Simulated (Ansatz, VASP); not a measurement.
**Two plane-wave programs on ZrInS3**

File INCAR:

```
SYSTEM = ZrInS3
PREC = Accurate
ENCUT = 600
EDIFF = 1E-6
ISMEAR = 0
SIGMA = 0.1
LREAL = .FALSE.
LASPH = .TRUE.
NELM = 150
ALGO = Fast
ISIF = 3
LWAVE = .FALSE.
LCHARG = .FALSE.
ISPIN = 2
MAGMOM = 1.11 0 0 0 0
LORBIT = 11
LMAXMIX = 4
GGA = PE
IBRION = 2
NSW = 100
EDIFFG = -0.01
```

Contents of KPOINTS:

```
Automatic mesh
0
G
  8 8 8
  0 0 0
```

File POSCAR:

```
ZrInS3
1.0
    4.8877542145      0.0000000000      0.0000000000
    0.0000000000      4.8877542145      0.0000000000
    0.0000000000      0.0000000000      4.8877542145
Zr In S
1 1 3
Direct
    0.5000000000      0.5000000000      0.5000000000
    0.0000000000      0.0000000000      0.0000000000
    0.5000000000      0.0000000000      0.0000000000
    0.0000000000      0.5000000000      0.0000000000
    0.0000000000      0.0000000000      0.5000000000
```

Input for Ansatz:

```yaml
crystal:
  lattice:
    - [4.8877542145, 0.0, 0.0]
    - [0.0, 4.8877542145, 0.0]
    - [0.0, 0.0, 4.8877542145]
  atoms:
    - { symbol: Zr, position: [0.5, 0.5, 0.5], spin: 1.11 }
    - { symbol: In, position: [0.0, 0.0, 0.0] }
    - { symbol: S, position: [0.5, 0.0, 0.0] }
    - { symbol: S, position: [0.0, 0.5, 0.0] }
    - { symbol: S, position: [0.0, 0.0, 0.5] }
basis:
  ecutwfc: 420
kpoints:
  mp_grid: { grid: [8, 8, 8] }
hamiltonian:
  xc: pbe
scf:
  occupations: { method: gaussian, width: 0.1 }
output:
  forces: true
  stress: true
  eigenvalues: true
  populations: true
  write_density: true
  write_potential: true
  elf: true
  volumetric_format: npy
magnetization:
  spin_polarized: true
relax:
  adjacent_minimum: "off"
  f_tol: 0.01
  max_steps: 80
  cell: { stress_tol: 0.05 }
```

Alike in both runs: task relaxation of cell and atoms; functional PBE; k mesh 8 × 8 × 8; occupations gaussian, width 0.1 eV; collinear spin.

|  | VASP | Ansatz |
| --- | --- | --- |
| version | VASP 6.6.1 | Ansatz 0.2.0 |
| potentials or method | VASP PAW PBE potentials, release 64 (Zr_sv, In_d, S), cutoff 600 eV | scalar-relativistic, plane waves, PAW |
| valence electrons in the cell | 43 | 43 |

|  | VASP | Ansatz | Ansatz less VASP |
| --- | --- | --- | --- |
| gap on the k mesh at the Fermi level, each at its own relaxed structure (eV) | none | none | - |
| net moment per atom (μB) | 0.18 | 0.18 | 0.000 |
| size of the moment on the site where the two differ most (μB) | 0.85 | 0.97 | +0.119 |
| relaxed volume (Å³/atom) | 23.54 | 23.53 | -0.011 |
| relaxed length of the cell vector where the two differ most in proportion (Å) | 4.901 | 4.900 | -0.0008 |

Site moments also hang on the region over which each program counts them. A gap of «none» marks a metal or a gap that the smearing closes.

Noted on VASP's run: too few bands were computed for a metal, which touches its energy and stress.
